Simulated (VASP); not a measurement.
Write the native input for VASP 6.6.1 that does the following.

```yaml
Task: single point
Functional: PBE
Potentials_or_basis: VASP PAW PBE potentials, release 64 (Hf_pv)
Cutoff: 520 eV
k_mesh: 11 × 11 × 6
Occupations: fermi-dirac, width 0.1 eV
Spin: no spin polarisation
Dipole_correction: no
Further_INCAR_settings: ALGO = Normal; EDIFF = 1e-06; NBANDS = 17
```

The structure of Hf lies in POSCAR:

```
Hf
1.0
    3.2045059552      0.0000000000      0.0000000000
   -1.6022529776      2.7751835638      0.0000000000
    0.0000000000      0.0000000000      5.0738215932
Hf
2
Direct
    0.3333333333      0.6666666667      0.2500000000
    0.6666666667      0.3333333333      0.7500000000
```

The input as run:

INCAR

```
PREC = Accurate
ENCUT = 520
EDIFF = 1E-6
ISMEAR = -1
SIGMA = 0.1
LREAL = F
LASPH = T
NELM = 60
ALGO = Normal
ISIF = 2
LWAVE = F
LCHARG = F
GGA = PE
NBANDS = 17
```

KPOINTS

```
Automatic mesh
0
Gamma
  11 11 6
```

Potentials or basis: VASP PAW PBE potentials, release 64 (Hf_pv).

Command:

```bash
$ cat potpaw_PBE.64/Hf_pv/POTCAR > POTCAR
$ mpirun -np 1 vasp_std > vasp.out
```

It gave:

```json
{"Pressure": "-0.4 GPa", "Band gap on the k mesh": "zero (bands 10 and 11 overlap by 1.48 eV)"}
```

Caveat: spin-orbit coupling is left out, which moves the levels of the heavy elements.

Run time: 21 s on 1 thread of Intel(R) Xeon(R) Platinum 8488C (Sapphire Rapids) (shared host), peak memory 0.18 GiB.
